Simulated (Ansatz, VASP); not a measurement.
## Cd4Se3S in VASP and in Ansatz

INCAR

```
SYSTEM = Cd4Se3S
ALGO = Normal
EDIFF = 1E-6
ENCUT = 520
GGA = PE
ISIF = 2
ISMEAR = 0
LASPH = .True.
LCHARG = .True.
LELF = .True.
LREAL = .False.
LVHAR = .True.
LWAVE = .False.
NBANDS = 46
NELM = 60
PREC = Accurate
SIGMA = 0.02
```

The input KPOINTS:

```
k-points
0
Gamma
  8 8 4
  0 0 0
```

Contents of POSCAR:

```
Cd4Se3S
1.0
    4.3365106568      0.0000000000      0.0000000000
    0.0000000000      4.3365106568      0.0000000000
    0.0000000000      0.0000000000     12.2326177209
Cd Se S
4 3 1
Direct
    0.5000000000      0.0000000000      0.8843514796
    0.0000000000      0.5000000000      0.1156485204
    0.5000000000      0.0000000000      0.3716567237
    0.0000000000      0.5000000000      0.6283432763
    0.5000000000      0.5000000000      0.2435707226
    0.0000000000      0.0000000000      0.5000000000
    0.5000000000      0.5000000000      0.7564292774
    0.0000000000      0.0000000000      0.0000000000
```

Input for Ansatz:

```yaml
crystal:
  lattice:
    - [4.3365106568, 0.0, 0.0]
    - [0.0, 4.3365106568, 0.0]
    - [0.0, 0.0, 12.2326177209]
  atoms:
    - { symbol: Cd, position: [0.5, 0.0, 0.8843514796] }
    - { symbol: Cd, position: [0.0, 0.5, 0.1156485204] }
    - { symbol: Cd, position: [0.5, 0.0, 0.3716567237] }
    - { symbol: Cd, position: [0.0, 0.5, 0.6283432763] }
    - { symbol: Se, position: [0.5, 0.5, 0.2435707226] }
    - { symbol: Se, position: [0.0, 0.0, 0.5] }
    - { symbol: Se, position: [0.5, 0.5, 0.7564292774] }
    - { symbol: S, position: [0.0, 0.0, 0.0] }
basis:
  ecutwfc: 420
kpoints:
  mp_grid: { grid: [8, 8, 4] }
  band_path:
    path:
      - [[0.0, 0.0, 0.0], [0.0, 0.5, 0.0], [0.5, 0.5, 0.0], [0.0, 0.0, 0.0], [0.0, 0.0, 0.5], [0.0, 0.5, 0.5], [0.5, 0.5, 0.5], [0.0, 0.0, 0.5]]
      - [[0.0, 0.5, 0.0], [0.0, 0.5, 0.5]]
      - [[0.5, 0.5, 0.0], [0.5, 0.5, 0.5]]
    npoints: 14
hamiltonian:
  xc: pbe
scf:
  occupations: { method: gaussian, width: 0.02 }
  n_extra_bands: 20
output:
  forces: true
  stress: true
  eigenvalues: true
  populations: true
  dos: { projected: true, de: 0.02, nscf_kmesh: { grid: [12, 12, 6] } }
  bader: true
```

Alike in both runs: task single point; functional PBE; k mesh 8 × 8 × 4; occupations gaussian, width 0.02 eV; no spin polarisation.

```csv
,VASP,Ansatz
version,VASP 6.6.1,Ansatz 0.2.0
potentials or method,"VASP PAW PBE potentials, release 64 (Cd, Se, S), cutoff 520 eV","scalar-relativistic, plane waves, PAW"
valence electrons in the cell,72,134
```

|  | VASP | Ansatz | Ansatz less VASP |
| --- | --- | --- | --- |
| gap on the k mesh at the Fermi level (eV) | 0.59 | 0.59 | +0.001 |
| least direct gap on the mesh (eV) | 0.59 | 0.59 | +0.001 |
| pressure (GPa) | 0.3 | 0.0 | -0.27 |

The functional is the same, so the differences come from potentials, cutoffs and numerics. VASP's potentials hold 72 valence electrons a cell and Ansatz's 134, so a difference there can come from the potentials and not from the codes.
